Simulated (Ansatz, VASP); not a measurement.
**WSe2 in VASP and in Ansatz**

```xyz
3
Lattice="3.0401 0.0000 0.0000 -1.5200 2.6328 0.0000 0.0000 0.0000 19.8422" Properties=species:S:1:pos:R:3 pbc="T T T"
W     0.0000    0.0000    0.0000
Se    0.0000    1.7552    1.9800
Se    0.0000    1.7552   17.8622
```

Alike in both runs: task single point; functional PBEsol; k mesh 12 × 12 × 2; occupations gaussian, width 0.05 eV; no spin polarisation.

```csv
,VASP,Ansatz
version,VASP 6.6.1,Ansatz 0.2.0
potentials or method,"VASP PAW PBE potentials, release 64 (W_sv, Se), cutoff 520 eV","scalar-relativistic, plane waves, PAW"
valence electrons in the cell,26,46
```

Ansatz gave:

- gap on the k mesh at the Fermi level (eV): none
- rms of the force components (eV/Å): 1.329

**Question.** Which values does VASP return?

**Answer.** gap on the k mesh at the Fermi level (eV): none; rms of the force components (eV/Å): 1.311.

VASP's potentials were made for PBE, not for PBEsol. Atom by atom the forces differ by 0.019 eV/Å (rms over components). A gap of «none» marks a metal or a gap that the smearing closes. With one functional, cell and mesh, what is left measures potentials, basis and numerics. VASP's potentials hold 26 valence electrons a cell and Ansatz's 46, so a difference there can come from the potentials and not from the codes. Ansatz's warnings: xc potential rough in thin density.

Spin-orbit coupling is off throughout.
